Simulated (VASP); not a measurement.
**Na3TeH: single point with PBE**

Na3TeH:

```xyz
5
Lattice="4.7600 0.0000 0.0000 0.0000 4.7600 0.0000 0.0000 0.0000 4.7600" Properties=species:S:1:pos:R:3 pbc="T T T"
Na    2.3800    0.0000    0.0000
Na    0.0000    2.3800    0.0000
Na    0.0000    0.0000    2.3800
Te    2.3800    2.3800    2.3800
H     0.0000    0.0000    0.0000
```

```yaml
Program: VASP 6.6.1
Task: single point
Functional: PBE
Potentials_or_basis: VASP PAW PBE potentials, release 64 (Na_pv, Te, H)
Cutoff: 520 eV
k_mesh: 6 × 6 × 6
Occupations: gaussian, width 0.02 eV
Spin: no spin polarisation
Dipole_correction: no
Further_INCAR_settings: ALGO = Normal; EDIFF = 1e-07; NBANDS = 22
```

The pressure is 0.0 GPa. The band gap on the k mesh is 2.63 eV (least direct gap 2.81 eV).

Levels at points of the mesh, in eV from the valence-band top:
```
           k point  band 11  band 12  band 13  band 14  band 15  band 16  band 17  band 18
(0.00, 0.00, 0.00)    -2.55    -0.41    -0.41    -0.41     4.13     4.13     4.21     6.75
(0.50, 0.00, 0.00)    -3.25    -0.61    -0.18    -0.18     2.63     4.79     4.95     4.95
(0.50, 0.50, 0.00)    -2.23    -1.84    -1.84     0.00     4.49     4.94     5.75     5.75
(0.50, 0.50, 0.50)    -1.88    -1.39    -1.39    -1.39     2.80     2.80     2.80     9.05
```

Run time: 50 s on 1 thread of Intel Xeon 8259CL (shared host), peak memory 0.22 GiB.

Caveat: spin-orbit coupling is left out, which moves the levels of the heavy elements. A k mesh can miss the band edges.
